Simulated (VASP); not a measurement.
Here is a VASP 6.6.1 calculation.

The input INCAR:

```
PREC = Accurate
ENCUT = 600
EDIFF = 1E-7
ISMEAR = 0
SIGMA = 0.02
LREAL = False
LASPH = True
NELM = 100
ALGO = Normal
ISIF = 4
LWAVE = False
LCHARG = False
GGA = PE
IVDW = 12
IBRION = 2
NSW = 50
EDIFFG = -0.01
```

KPOINTS

```
Automatic mesh
0
Gamma
  6 6 4
```

The input POSCAR:

```
N
1.0
    3.9724278892      0.0000000000      0.0000000000
    0.0000000000      3.9724278892      0.0000000000
    0.0000000000      0.0000000000      5.1476415805
N
4
Direct
    0.9030165799      0.9030165799      0.0000000000
    0.5969834201      0.4030165799      0.5000000000
    0.0969834201      0.0969834201      0.0000000000
    0.4030165799      0.5969834201      0.5000000000
```

Potentials or basis: VASP PAW PBE potentials, release 64 (N).

Launch:

```bash
$ cat potpaw_PBE.64/N/POTCAR > POTCAR
$ mpirun -np 1 vasp_std > vasp.out
```

Question: What does it give for the band gap on the k mesh?

Answer: 6.61 eV (least direct gap 6.87 eV).

Question: Predict the dispersion energy per atom.

Answer: -0.063 eV.

Forces in eV/Å, atoms in the order of the input:
```
N    0.007  0.007  0.000
N   -0.007  0.007  0.000
N   -0.007 -0.007  0.000
N    0.007 -0.007  0.000
```

Caveat: the standard files for N, O and F lose accuracy on very short bonds. A k mesh can miss the band edges.
